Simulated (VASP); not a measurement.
A run of VASP 6.6.1:

POSCAR

```
HfH3
1.0
    4.8605447537      0.0000000000      0.0000000000
   -2.4302723768      4.2093552329      0.0000000000
    0.0000000000      0.0000000000      3.2180834724
Hf H
2 6
Direct
    0.6666666667      0.3333333333      0.2500000000
    0.3333333333      0.6666666667      0.7500000000
    0.3693025401      0.1846512701      0.7500000000
    0.8153487299      0.1846512701      0.7500000000
    0.8153487299      0.6306974599      0.7500000000
    0.6306974599      0.8153487299      0.2500000000
    0.1846512701      0.8153487299      0.2500000000
    0.1846512701      0.3693025401      0.2500000000
```

INCAR.step1

```
PREC = Accurate ; ENCUT = 520
ISMEAR = 0 ; SIGMA = 0.1
LREAL = False ; LASPH = True
NELM = 100 ; NBANDS = 23
GGA = PE ; ALGO = Normal
EDIFF = 1E-4 ; LWAVE = True
LCHARG = False
```

File INCAR.step2:

```
PREC = Accurate ; ENCUT = 520
EDIFF = 1E-7 ; ISMEAR = 0
SIGMA = 0.1 ; LREAL = False
LASPH = True ; NELM = 100
ALGO = Normal ; ISIF = 2
LWAVE = False ; LCHARG = False
METAGGA = R2SCAN ; LMIXTAU = True
NBANDS = 23 ; ISTART = 1
```

KPOINTS

```
Automatic mesh
0
Gamma
  9 9 12
```

Potentials or basis: VASP PAW PBE potentials, release 64 (Hf_pv, H).

Command:

```console
$ cat potpaw_PBE.64/Hf_pv/POTCAR potpaw_PBE.64/H/POTCAR > POTCAR
$ cp INCAR.step1 INCAR
$ mpirun -np 1 vasp_std > vasp.out
$ cp INCAR.step2 INCAR
$ mpirun -np 1 vasp_std > vasp.out
```

Hardware: 1 thread of Intel(R) Xeon(R) Platinum 8259CL CPU @ 2.50GHz (Skylake/Cascade Lake), with other jobs on the host.

Q: How long does it take, and how much memory?

A: Wall time 4.5 min on 1 thread of Intel(R) Xeon(R) Platinum 8259CL CPU @ 2.50GHz (Skylake/Cascade Lake) (shared host), peak memory 0.25 GiB. Counts: k points 84.
